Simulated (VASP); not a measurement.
Wanted: the native input for a VASP 6.6.1 run.

| Property | Result |
| --- | --- |
| Task | single point |
| Functional | r2SCAN |
| Potentials or basis | VASP PAW PBE potentials, release 64 (K_sv, Ta_pv, O) |
| Cutoff | 520 eV |
| k mesh | 6 × 6 × 6 |
| Occupations | gaussian, width 0.05 eV |
| Spin | no spin polarisation |
| Dipole correction | no |
| Further INCAR settings | ALGO = Normal; EDIFF = 1e-07; NBANDS = 27 |

Crystal: KTaO3.

```
CELL_PARAMETERS angstrom
3.86358 0.00000 0.00000
0.00000 3.86358 0.00000
0.00000 0.00000 4.24994
ATOMIC_POSITIONS crystal
K 0.50000 0.50000 0.50000
Ta 0.00000 0.00000 0.00000
O 0.50000 0.00000 0.00000
O 0.00000 0.50000 0.00000
O 0.00000 0.00000 0.50000
```

This cell differs from its parent crystal: ratio of the length along z to the lengths across it x 1.1, volume and fractional coordinates fixed.

These files were run (other wordings do the same):

POSCAR

```
KTaO3
1.0
    3.8635830917      0.0000000000      0.0000000000
    0.0000000000      3.8635830917      0.0000000000
    0.0000000000      0.0000000000      4.2499414009
K Ta O
1 1 3
Direct
    0.5000000000      0.5000000000      0.5000000000
    0.0000000000      0.0000000000      0.0000000000
    0.5000000000      0.0000000000      0.0000000000
    0.0000000000      0.5000000000      0.0000000000
    0.0000000000      0.0000000000      0.5000000000
```

INCAR.step1

```
SYSTEM = KTaO3
PREC     = Accurate       ! precision mode
ENCUT    = 520            ! plane-wave cutoff, eV
ISMEAR   = 0              ! smearing method
SIGMA    = 0.05           ! smearing width, eV
LREAL    = .FALSE.        ! projectors in reciprocal space
LASPH    = .TRUE.         ! aspherical terms in the spheres
NELM     = 60             ! most SCF steps
NBANDS   = 27             ! bands
GGA      = PE             ! functional
ALGO     = Normal         ! electronic algorithm
EDIFF    = 1E-4           ! SCF threshold, eV
LWAVE    = .TRUE.         ! write WAVECAR
LCHARG   = .FALSE.        ! write CHGCAR
```

INCAR.step2

```
SYSTEM = KTaO3
PREC     = Accurate       ! precision mode
ENCUT    = 520            ! plane-wave cutoff, eV
EDIFF    = 1E-7           ! SCF threshold, eV
ISMEAR   = 0              ! smearing method
SIGMA    = 0.05           ! smearing width, eV
LREAL    = .FALSE.        ! projectors in reciprocal space
LASPH    = .TRUE.         ! aspherical terms in the spheres
NELM     = 60             ! most SCF steps
ALGO     = Normal         ! electronic algorithm
ISIF     = 2              ! what is computed and relaxed
LWAVE    = .FALSE.        ! write WAVECAR
LCHARG   = .FALSE.        ! write CHGCAR
METAGGA  = R2SCAN         ! meta-GGA
LMIXTAU  = .TRUE.       
NBANDS   = 27             ! bands
ISTART   = 1
```

KPOINTS

```
Automatic mesh
0
G
  6 6 6
  0 0 0
```

Potentials or basis: VASP PAW PBE potentials, release 64 (K_sv, Ta_pv, O).

Run with:

```sh
$ cat potpaw_PBE.64/K_sv/POTCAR potpaw_PBE.64/Ta_pv/POTCAR potpaw_PBE.64/O/POTCAR > POTCAR
$ cp INCAR.step1 INCAR
$ mpirun -np 1 vasp_std > vasp.out
$ cp INCAR.step2 INCAR
$ mpirun -np 1 vasp_std > vasp.out
```

Results of the run:

| Property | Result |
| --- | --- |
| Pressure | 4.7 GPa |
| Band gap on the k mesh | 2.44 eV, indirect (least direct gap 2.93 eV) |

Caveat: the PAW data sets were made with another functional, which shifts forces and pressure a little; spin-orbit coupling is left out, which moves the levels of the heavy elements.

It took 120 s on 1 thread of Intel(R) Xeon(R) 6975P-C (Granite Rapids) (shared host), peak memory 0.21 GiB.
